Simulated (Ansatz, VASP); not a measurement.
# Au: VASP beside Ansatz

```
Au
1.0
     0.00000    2.74703    2.74703
     2.74703    0.00000    2.74703
     2.74703    2.74703    0.00000
Au
2
Direct
  0.50000 0.50000 0.50000
  0.75000 0.75000 0.75000
```

Alike in both runs: task relaxation of cell and atoms; functional PBE; k mesh 6 × 6 × 6; occupations gaussian, width 0.1 eV; no spin polarisation.

|  | VASP | Ansatz |
| --- | --- | --- |
| version | VASP 6.6.1 | Ansatz 0.2.0 |
| potentials or method | VASP PAW PBE potentials, release 64 (Au), cutoff 600 eV | scalar-relativistic, plane waves, PAW |
| valence electrons in the cell | 22 | 38 |

Ansatz gave:

```
gap on the k mesh at the Fermi level, each at its own relaxed structure (eV) : none
relaxed volume (Å³/atom)                                                     : 29.27
relaxed length of the cell vector where the two differ most in proportion (Å)              : 4.358
```

**Question.** Estimate VASP's values.

**Answer.** gap on the k mesh at the Fermi level, each at its own relaxed structure (eV): none; relaxed volume (Å³/atom): 29.35; relaxed length of the cell vector where the two differ most in proportion (Å): 4.362.

A gap of «none» marks a metal or a gap that the smearing closes. VASP's potentials hold 22 valence electrons a cell and Ansatz's 38, so a difference there can come from the potentials and not from the codes.

Spin-orbit coupling is off throughout. Noted on VASP's run: the volume moved by over 15 % at a fixed basis, so the end points are rough.
